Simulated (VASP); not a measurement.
# S (Fd-3m) in VASP: single point with PBEsol

Aim: the single point of S with PBEsol.

Everything below comes from runs of VASP 6.6.1. Logs are shortened: lines on timing, memory, paths and dates and some standing lists are left out, and cuts for length are marked.

## 1. The cell of the first run

The structure is cubic, space group Fd-3m (No. 227). Conventional cell: a = 4.300 Å, b = 4.300 Å, c = 4.300 Å, α = 90.00°, β = 90.00°, γ = 90.00°. S (site symmetry -43m) has 4 S at 1.86 Å within 2.5 Å.

## 2. Single point, PBEsol

Contents of INCAR:

```
SYSTEM = S
PREC     = Accurate       ! precision mode
ENCUT    = 500            ! plane-wave cutoff, eV
EDIFF    = 1E-6           ! SCF threshold, eV
ISMEAR   = -1             ! smearing method
SIGMA    = 0.05           ! smearing width, eV
LREAL    = .False.        ! projectors in reciprocal space
LASPH    = .True.         ! aspherical terms in the spheres
NELM     = 120            ! most SCF steps
ALGO     = Normal         ! electronic algorithm
ISIF     = 2              ! what is computed and relaxed
LWAVE    = .False.        ! write WAVECAR
LCHARG   = .True.         ! write CHGCAR
GGA      = PS             ! functional
LELF     = .True.         ! ELF
LVHAR    = .True.       
NBANDS   = 13             ! bands
GGA_COMPAT= .False.
```

Contents of KPOINTS:

```
Automatic mesh
0
Gamma
  14 14 14
  0 0 0
```

Contents of POSCAR:

```
S
1.0
    0.0000000000      2.1500942546      2.1500942546
    2.1500942546      0.0000000000      2.1500942546
    2.1500942546      2.1500942546      0.0000000000
S
2
Direct
   -0.1250000000     -0.1250000000     -0.1250000000
    0.1250000000      0.1250000000      0.1250000000
```

Potentials or basis: VASP PAW PBE potentials, release 64 (S).

Launch:

```console
> cat potpaw_PBE.64/S/POTCAR > POTCAR
> mpirun -np 1 vasp_std > vasp.out
```

OUTCAR:

```text
SYSTEM = S
   PREC = Accurate
   ENCUT = 500
   EDIFF = 1E-6
   ISMEAR = -1
   LREAL = .False.
   LASPH = .True.
   NELM = 120
   ISIF = 2
   GGA = PS

 ion  position               nearest neighbor table
   1  0.875  0.875  0.875-   2 1.86   2 1.86   2 1.86   2 1.86
   2  0.125  0.125  0.125-   1 1.86   1 1.86   1 1.86   1 1.86

  LATTYP: Found a face centered cubic cell.
 ALAT       =     4.3001885092

  Lattice vectors:

 A1 = (   0.0000000000,   2.1500942546,   2.1500942546)
 A2 = (   2.1500942546,   0.0000000000,   2.1500942546)
 A3 = (   2.1500942546,   2.1500942546,   0.0000000000)

Analysis of symmetry for initial positions (statically):
=====================================================================
 Subroutine PRICEL returns:
 Original cell was already a primitive cell.

 Routine SETGRP: Setting up the symmetry group for a
 face centered cubic supercell.

 Subroutine GETGRP returns: Found 48 space group operations
 (whereof 12 operations were pure point group operations)
 out of a pool of 48 trial point group operations.

The static configuration has the point symmetry D_3d.
 The point group associated with its full space group is O_h .

Analysis of symmetry for dynamics (positions and initial velocities):
=====================================================================
 Subroutine PRICEL returns:
 Original cell was already a primitive cell.

 Routine SETGRP: Setting up the symmetry group for a
 face centered cubic supercell.

 Subroutine GETGRP returns: Found 48 space group operations
 (whereof 12 operations were pure point group operations)
 out of a pool of 48 trial point group operations.

The dynamic configuration has the point symmetry D_3d.
 The point group associated with its full space group is O_h .

 Subroutine INISYM returns: Found 48 space group operations
 (whereof 12 operations are pure point group operations),
 and found     1 'primitive' translations

----------------------------------------------------------------------------------------

                                     Primitive cell

  volume of cell :      19.8794

  direct lattice vectors                    reciprocal lattice vectors
     0.000000000  2.150094255  2.150094255    -0.232547945  0.232547945  0.232547945
     2.150094255  0.000000000  2.150094255     0.232547945 -0.232547945  0.232547945
     2.150094255  2.150094255  0.000000000     0.232547945  0.232547945 -0.232547945

  length of vectors
     3.040692455  3.040692455  3.040692455     0.402784856  0.402784856  0.402784856

  position of ions in fractional coordinates (direct lattice)
     0.875000000  0.875000000  0.875000000
     0.125000000  0.125000000  0.125000000

  ion indices of the primitive-cell ions
   primitive index   ion index
                 1           1
                 2           2

----------------------------------------------------------------------------------------

 KPOINTS: Automatic mesh

Automatic generation of k-mesh.
 Grid dimensions read from file:
 generate k-points for:   14   14   14

 Generating k-lattice:

  Cartesian coordinates                     Fractional coordinates (reciprocal lattice)
    -0.016610567  0.016610567  0.016610567     0.071428571  0.000000000  0.000000000
     0.016610567 -0.016610567  0.016610567     0.000000000  0.071428571  0.000000000
     0.016610567  0.016610567 -0.016610567     0.000000000  0.000000000  0.071428571

  Length of vectors
     0.028770347  0.028770347  0.028770347

  Shift w.r.t. Gamma in fractional coordinates (k-lattice)
     0.000000000  0.000000000  0.000000000

 Subroutine IBZKPT returns following result:
 ===========================================

 Found    104 irreducible k-points:

 Following reciprocal coordinates:
            Coordinates               Weight
  0.000000  0.000000  0.000000      1.000000
  0.071429  0.000000  0.000000      8.000000
  0.142857  0.000000  0.000000      8.000000
  0.214286  0.000000  0.000000      8.000000
  0.285714  0.000000  0.000000      8.000000
  0.357143  0.000000  0.000000      8.000000
[... 16 lines left out ...]
  0.214286  0.142857  0.000000     24.000000
  0.285714  0.142857  0.000000     24.000000
 [... further k-points ...]
   k-points           NKPTS =    104   k-points in BZ     NKDIM =    104   number of bands    NBANDS=     13
   number of dos      NEDOS =    301   number of ions     NIONS =      2
   total plane-waves  NPLWV =  13824
   dimension x,y,z NGX =    24 NGY =   24 NGZ =   24
   dimension x,y,z NGXF=    48 NGYF=   48 NGZF=   48
   ions per type =               2
   NGX,Y,Z   is equivalent  to a cutoff of  13.12, 13.12, 13.12 a.u.
   NGXF,Y,Z  is equivalent  to a cutoff of  26.24, 26.24, 26.24 a.u.
 SYSTEM =  S
   PREC   = accura    normal or accurate (medium, high low for compatibility)
   ISTART =      0    job   : 0-new  1-cont  2-samecut
   ICHARG =      2    charge: 1-file 2-atom 10-const
   ISPIN  =      1    spin polarized calculation?
   LNONCOLLINEAR =      F non collinear calculations
   LSORBIT =      F    spin-orbit coupling
   LASPH  =      T    aspherical Exc in radial PAW
   ENCUT  =  500.0 eV  36.75 Ry    6.06 a.u.   5.54  5.54  5.54*2*pi/ulx,y,z
   NELM   =    120;   NELMIN=  2; NELMDL= -5     # of ELM steps
   EDIFF  = 0.1E-05   stopping-criterion for ELM
   LREAL  =      F    real-space projection
   EDIFFG = 0.1E-04   stopping-criterion for IOM
   NSW    =      0    number of steps for IOM
   IBRION =     -1    ionic relax: 0-MD 1-quasi-New 2-CG
   NFREE  =      0    steps in history (QN), initial steepest desc. (CG)
   ISIF   =      2    stress and relaxation
   ISYM   =      2    0-nonsym 1-usesym 2-fastsym
   POTIM  = 0.5000    time-step for ionic-motion
   TEBEG  =    0.0;   TEEND  =   0.0 temperature during run
   PSTRESS=    0.0 pullay stress
   NELECT =      12.0000    total number of electrons
   NUPDOWN=      -1.0000    fix difference up-down
   EMIN   =  10.00;   EMAX   =-10.00  energy-range for DOS
   EFERMI =   0.00;   METHOD = LEGACY
   ISMEAR =    -1;   SIGMA  =   0.05  broadening in eV -4-tet -1-fermi 0-gaus
   EFERMI_NEDOS =   21; number of points for ismear=-14 and -15
   IALGO  =     38    algorithm
   IMIX   =      4    mixing-type and parameters
     AMIX     =   0.40;   BMIX     =  1.00
     AMIX_MAG =   1.60;   BMIX_MAG =  1.00
  volume/ion in A,a.u.               =       9.94        67.08
  Fermi-wavevector in a.u.,A,eV,Ry     =   1.383570  2.614568 26.045163  1.914265
  Thomas-Fermi vector in A             =   2.508155
   LORBIT       =      0    0 simple, 1 ext, 2 COOP (PROOUT), +10 PAW based schemes
   GGA     = PS    functional components
   LHFCALC =     F    Hartree Fock is set to
   AEXX    =    0.0000 exact exchange contribution
   IVDW    =     0    specifies the selected vdW correction
   LEPSILON=     F    determine dielectric tensor
   LRPA    =     F    only Hartree local field effects (RPA)
 non-spin polarized calculation
  energy-cutoff  :      500.00
  volume of cell :       19.88
 maximum number of plane-waves:       531
 NGX is ok and might be reduce to    24
   NGX = 11   NGY = 11   NGZ = 11

 number of electron      12.0000003 magnetization

 Free energy of the ion-electron system (eV)
  ---------------------------------------------------
  ext. energy  EPLUGINS =         0.00000000
  ---------------------------------------------------
  free energy    TOTEN  =        -0.47480820 eV

  energy without entropy =       -0.46688802  energy(sigma->0) =       -0.47084811

 E-fermi :  15.8235     XC(G=0): -13.1917

 val. band max:       15.8201322685   @ k =  -0.4286   0.1429   0.0000
 cond. band min:      15.8422374258   @ k =  -0.4286   0.1429   0.0714
 fundamental gap:      0.0221051573
 Fermi energy:        15.8235340091

 k-point     1 :       0.0000    0.0000    0.0000
  band No.  band energies     occupation
      1      -9.1423      2.00000
      2       8.3592      2.00000
      3       8.3592      2.00000
      4       8.3592      2.00000
      5      13.2108      2.00000
      6      13.2108      2.00000
      7      13.2108      2.00000
      8      15.2067      1.99999
      9      21.5813      0.00000
     10      21.5813      0.00000
     11      23.3520      0.00000
     12      27.9894      0.00000
     13      27.9894      0.00000

 k-point     2 :       0.0714    0.0000    0.0000
  band No.  band energies     occupation
      1      -9.0406      2.00000
      2       7.5467      2.00000
      3       8.2245      2.00000
      4       8.2245      2.00000
      5      13.3626      2.00000
      6      13.4244      2.00000
      7      13.4244      2.00000
      8      15.7486      1.63461
      9      21.3291      0.00000
     10      21.3291      0.00000
     11      23.7187      0.00000
     12      27.6842      0.00000
     13      28.5701      0.00000

 k-point     3 :       0.1429    0.0000    0.0000
  band No.  band energies     occupation
      1      -8.7381      2.00000
      2       5.8348      2.00000
      3       7.8990      2.00000
      4       7.8990      2.00000
      5      13.2845      2.00000
      6      13.9378      2.00000
      7      13.9378      2.00000
      8      17.2369      0.00000
      9      20.8816      0.00000
     10      20.8816      0.00000
     11      24.5786      0.00000
     12      27.2209      0.00000
     13      30.0243      0.00000
[... 305 lines left out ...]
 k-point    23 :       0.2143    0.1429    0.0000
  band No.  band energies     occupation
      1      -8.2343      2.00000
      2       4.8776      2.00000
      3       6.6766      2.00000
      4       6.7826      2.00000
      5      12.3839      2.00000
      6      15.4232      1.99933
      7      15.8864      0.44295
      8      16.7008      0.00000
      9      20.4571      0.00000
     10      22.4240      0.00000
     11      26.0756      0.00000
     12      28.6450      0.00000
     13      29.7536      0.00000

 k-point    24 :       0.2857    0.1429    0.0000
  band No.  band energies     occupation
      1      -7.6810      2.00000
      2       3.1842      2.00000
      3       6.3354      2.00000
      4       6.3513      2.00000
      5      12.7128      2.00000
      6      15.3956      1.99962
      7      16.3897      0.00002
      8      16.7769      0.00000
      9      22.0171      0.00000
     10      22.8326      0.00000
     11      26.3423      0.00000
     12      29.2391      0.00000
     13      30.9523      0.00000

 [... further k-points ...]
[... 5 lines left out ...]
  --------------------------------------------------------------------------------------
  -------------------------------------------------------------------------------------
  Total       17.3294479     17.3294479     17.3294479     -0.0000000      0.0000000      0.0000000
  in kB     1396.6668270   1396.6668270   1396.6668270     -0.0000000      0.0000000      0.0000000
  external PRESSURE =    1396.6668270 kB  Pullay stress =       0.0000000 kB

 VOLUME and BASIS-vectors are now :
 -----------------------------------------------------------------------------
  energy-cutoff  :      500.00
  volume of cell :       19.88
      direct lattice vectors                 reciprocal lattice vectors
     0.000000000  2.150094255  2.150094255    -0.232547945  0.232547945  0.232547945
     2.150094255  0.000000000  2.150094255     0.232547945 -0.232547945  0.232547945
     2.150094255  2.150094255  0.000000000     0.232547945  0.232547945 -0.232547945

 POSITION                                       TOTAL-FORCE (eV/Angst)
 -----------------------------------------------------------------------------------
      3.76266      3.76266      3.76266        -0.000000     -0.000000     -0.000000
      0.53752      0.53752      0.53752         0.000000      0.000000      0.000000
 -----------------------------------------------------------------------------------
    total drift:                                0.000000      0.000000      0.000000

  FREE ENERGIE OF THE ION-ELECTRON SYSTEM (eV)
  ---------------------------------------------------
  free  energy   TOTEN  =        -0.4748081973 eV

  energy  without entropy=       -0.4668880161  energy(sigma->0) =       -0.47084811
```

Run time: 25 s. Hardware: 1 thread of Intel Xeon 8259CL, shared host; peak memory 0.14 GiB.

What came out:

```yaml
Free_energy: -0.4748 eV
Pressure: 139.7 GPa
Band_gap_on_the_k_mesh: zero (band 6 reaches 18.48 eV, above the bottom of band 7 at 13.21 eV)
```

Levels at points of the mesh, in eV from the Fermi level:
```
           k point  band 2  band 3  band 4  band 5  band 6  band 7  band 8  band 9  band 10  band 11
(0.00, 0.00, 0.00)   -7.46   -7.46   -7.46   -2.61   -2.61   -2.61   -0.62    5.76     5.76     7.53
(0.50, 0.00, 0.00)  -17.33   -9.13   -9.13   -3.64   -1.14   -1.14    6.62    9.96     9.96    11.17
(0.50, 0.50, 0.00)  -18.71  -11.40  -11.40   -4.76   -4.76    8.53    8.53   10.32    10.32    13.34
```

Caveat: the PAW data sets were made with another functional, which shifts forces and pressure a little.
